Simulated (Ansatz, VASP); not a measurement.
**One calculation of Ca, two programs**

```
Ca
1.0
     0.00000    2.80348    2.80348
     2.80348    0.00000    2.80348
     2.80348    2.80348    0.00000
Ca
1
Cartesian
  0.0000 0.0000 0.0000
```

Change from the starting cell: volume scaled by 1.01.

Alike in both runs: task single point; functional PBEsol; k mesh 11 × 11 × 11; occupations fermi-dirac, width 0.05 eV; no spin polarisation.

|  | VASP | Ansatz |
| --- | --- | --- |
| version | VASP 6.6.1 | Ansatz 0.2.0 |
| potentials or method | VASP PAW PBE potentials, release 64 (Ca_sv), cutoff 520 eV | all-electron LAPW, scalar-relativistic |

|  | VASP | Ansatz | Ansatz less VASP |
| --- | --- | --- | --- |
| pressure (GPa) | -1.3 | -1.3 | +0.01 |

VASP's potentials were made for PBE, not for PBEsol. Ansatz ran all-electron here, and VASP with PAW potentials.
